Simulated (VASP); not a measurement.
# Hf (Fm-3m) in VASP: further runs, part 3 of 3

VASP 6.6.1. The steps go on from the part before.

**5. Single point, HSE06**

This run uses another cell than the first one, of 22.73 Å³/atom, 1.039 times its volume.

POSCAR reads:

```
Hf
1.0
    0.0000000000      2.2484269259      2.2484269259
    2.2484269259      0.0000000000      2.2484269259
    2.2484269259      2.2484269259      0.0000000000
Hf
1
Direct
    0.0000000000      0.0000000000      0.0000000000
```

INCAR.step1 reads:

```
PREC     = Accurate       # precision mode
ENCUT    = 520            # plane-wave cutoff, eV
EDIFF    = 1E-5           # SCF threshold, eV
ISMEAR   = -1             # smearing method
SIGMA    = 0.05           # smearing width, eV
LREAL    = F              # projectors in reciprocal space
LASPH    = T              # aspherical terms in the spheres
NELM     = 80             # most SCF steps
ALGO     = Normal         # electronic algorithm
ISIF     = 2              # what is computed and relaxed
LWAVE    = T              # write WAVECAR
LCHARG   = F              # write CHGCAR
GGA      = PE             # functional
NBANDS   = 11             # bands
```

INCAR.step2 reads:

```
PREC     = Accurate       # precision mode
ENCUT    = 520            # plane-wave cutoff, eV
EDIFF    = 1E-6           # SCF threshold, eV
ISMEAR   = -1             # smearing method
SIGMA    = 0.05           # smearing width, eV
LREAL    = F              # projectors in reciprocal space
LASPH    = T              # aspherical terms in the spheres
NELM     = 80             # most SCF steps
ALGO     = Normal         # electronic algorithm
ISIF     = 2              # what is computed and relaxed
LWAVE    = F              # write WAVECAR
LCHARG   = F              # write CHGCAR
GGA      = PE             # functional
LHFCALC  = T              # exact exchange
HFSCREEN = 0.2079         # screening, 1/A
PRECFOCK = Normal       
ISTART   = 1            
NBANDS   = 11             # bands
```

KPOINTS reads:

```
Automatic mesh
0
Gamma
  5 5 5
```

Potentials or basis: VASP PAW PBE potentials, release 64 (Hf_pv).

Launch:

```console
$ cat potpaw_PBE.64/Hf_pv/POTCAR > POTCAR
$ cp INCAR.step1 INCAR
$ mpirun -np 1 vasp_std > vasp.out
$ cp INCAR.step2 INCAR
$ mpirun -np 1 vasp_std > vasp.out
```

OUTCAR:

```text
PREC = Accurate
   ENCUT = 520
   EDIFF = 1E-6
   ISMEAR = -1
   LREAL = F
   LASPH = T
   NELM = 80
   ISIF = 2
   GGA = PE
   LHFCALC = T
   HFSCREEN = 0.2079
   PRECFOCK = Normal
   ISTART = 1

 ion  position               nearest neighbor table
   1  0.000  0.000  0.000-

  LATTYP: Found a face centered cubic cell.
 ALAT       =     4.4968538518

  Lattice vectors:

 A1 = (   0.0000000000,   2.2484269259,   2.2484269259)
 A2 = (   2.2484269259,   0.0000000000,   2.2484269259)
 A3 = (   2.2484269259,   2.2484269259,   0.0000000000)

Analysis of symmetry for initial positions (statically):
=====================================================================
 Subroutine PRICEL returns:
 Original cell was already a primitive cell.

 Routine SETGRP: Setting up the symmetry group for a
 face centered cubic supercell.

 Subroutine GETGRP returns: Found 48 space group operations
 (whereof 48 operations were pure point group operations)
 out of a pool of 48 trial point group operations.

[... 156 lines left out ...]
 fundamental gap:      0.2641055347
 Fermi energy:         4.3812609444

 k-point     1 :       0.0000    0.0000    0.0000
  band No.  band energies     occupation
      1     -27.8144      2.00000
      2     -27.8144      2.00000
      3     -27.8144      2.00000
      4      -3.6684      2.00000
      5       6.4934      0.00000
      6       6.4934      0.00000
      7       6.4934      0.00000
      8       9.5265      0.00000
      9       9.5265      0.00000
     10      16.5121      0.00000
     11      18.8867      0.00000
[... 113 lines left out ...]
 k-point    10 :      -0.4000    0.4000    0.2000
  band No.  band energies     occupation
      1     -28.4622      2.00000
      2     -28.2543      2.00000
      3     -28.0615      2.00000
      4       2.3212      2.00000
      5       3.5019      2.00000
      6       4.1351      1.98554
      7       8.3500      0.00000
      8      10.9082      0.00000
      9      12.8058      0.00000
     10      15.4950      0.00000
     11      16.6770      0.00000

------------------------ aborting loop because EDIFF is reached ----------------------------------------

  FORCE on cell =-STRESS in cart. coord.  units (eV):
  Direction    XX          YY          ZZ          XY          YZ          ZX
  --------------------------------------------------------------------------------------
  -------------------------------------------------------------------------------------
  Total       -0.2825965     -0.2825965     -0.2825965      0.0000000     -0.0000000      0.0000000
  in kB      -19.9164113    -19.9164113    -19.9164113      0.0000000     -0.0000000      0.0000000
  external PRESSURE =     -19.9164113 kB  Pullay stress =       0.0000000 kB

 VOLUME and BASIS-vectors are now :
 -----------------------------------------------------------------------------
  energy-cutoff  :      520.00
  volume of cell :       22.73
      direct lattice vectors                 reciprocal lattice vectors
     0.000000000  2.248426926  2.248426926    -0.222377696  0.222377696  0.222377696
     2.248426926  0.000000000  2.248426926     0.222377696 -0.222377696  0.222377696
     2.248426926  2.248426926  0.000000000     0.222377696  0.222377696 -0.222377696

 POSITION                                       TOTAL-FORCE (eV/Angst)
 -----------------------------------------------------------------------------------
      0.00000      0.00000      0.00000         0.000000      0.000000      0.000000
 -----------------------------------------------------------------------------------
    total drift:                               -0.000000     -0.000000     -0.000000

  FREE ENERGIE OF THE ION-ELECTRON SYSTEM (eV)
  ---------------------------------------------------
  free  energy   TOTEN  =       -11.1945692809 eV

  energy  without entropy=      -11.1886195355  energy(sigma->0) =      -11.19159441
```

OSZICAR.step1:

```text
N       E                     dE             d eps       ncg     rms          rms(c)
DAV:   1     0.178680578122E+02    0.17868E+02   -0.58154E+03   220   0.845E+02
DAV:   2    -0.969812166674E+01   -0.27566E+02   -0.26111E+02   303   0.169E+02
DAV:   3    -0.102495054949E+02   -0.55138E+00   -0.54913E+00   279   0.169E+01
DAV:   4    -0.102519660715E+02   -0.24606E-02   -0.24596E-02   255   0.128E+00
DAV:   5    -0.102519773023E+02   -0.11231E-04   -0.11230E-04   259   0.797E-02    0.438E+01
DAV:   6    -0.999825412540E+01    0.25372E+00   -0.21627E-01   247   0.347E+00    0.262E+01
DAV:   7    -0.991270443154E+01    0.85550E-01   -0.33813E-01   250   0.421E+00    0.136E+00
DAV:   8    -0.990786095624E+01    0.48435E-02   -0.23998E-02   253   0.113E+00    0.148E-01
DAV:   9    -0.990792353294E+01   -0.62577E-04   -0.71170E-04   262   0.168E-01    0.550E-02
DAV:  10    -0.990792037868E+01    0.31543E-05   -0.41375E-05   256   0.486E-02
   1 F= -.99079204E+01 E0= -.99029887E+01  d E =-.986331E-02
```

Run time: 84 s. Hardware: 1 thread of Intel Xeon 6975P-C (Granite Rapids), shared host; peak memory 0.23 GiB.

Results:

```yaml
Free_energy: -11.1946 eV
Pressure: -2.0 GPa
Band_gap_on_the_k_mesh: zero (band 5 reaches 6.49 eV, above the bottom of band 6 at 4.14 eV)
```

Levels at points of the mesh, in eV from the Fermi level:
| k point | band 2 | band 3 | band 4 | band 5 | band 6 | band 7 | band 8 | band 9 |
| --- | --- | --- | --- | --- | --- | --- | --- | --- |
| (0.00, 0.00, 0.00) | -32.20 | -32.20 | -8.05 | 2.11 | 2.11 | 2.11 | 5.15 | 5.15 |

Caveat: the k points lie up to 0.48 Å⁻¹ apart; the PAW data sets were made with another functional, which shifts forces and pressure a little; spin-orbit coupling is left out, which moves the levels of the heavy elements.

**6. The runs side by side**

| level | cell | share of exact exchange | screening parameter | gap on the mesh (eV) | pressure (GPa) |
| --- | --- | --- | --- | --- | --- |
| HF | a = 3.140 Å, angles 60.0°, 1 atom | - | - | none | 13.6 |
| PBE-based screened hybrid | a = 3.180 Å, angles 60.0°, 1 atom | 0.25 | 0.3 1/Å | none | -1.9 |
| B3LYP | a = 3.195 Å, angles 60.0°, 1 atom | - | - | none | -1.4 |
| HSE06 | a = 3.180 Å, angles 60.0°, 1 atom | - | 0.2079 1/Å | none | -2.0 |

Alike in all rows: task single point; potentials or basis VASP PAW PBE potentials, release 64 (Hf_pv); no spin polarisation; k mesh 5 × 5 × 5; cutoff (eV) 520; smearing fermi-dirac 0.05 eV.

Caveats: all runs use coarse meshes; the PAW data sets were made with another functional, which shifts forces and pressure a little; spin-orbit coupling is left out, which moves the levels of the heavy elements.

Total energies depend on the potentials used, so only differences within one code and one set of settings carry meaning.
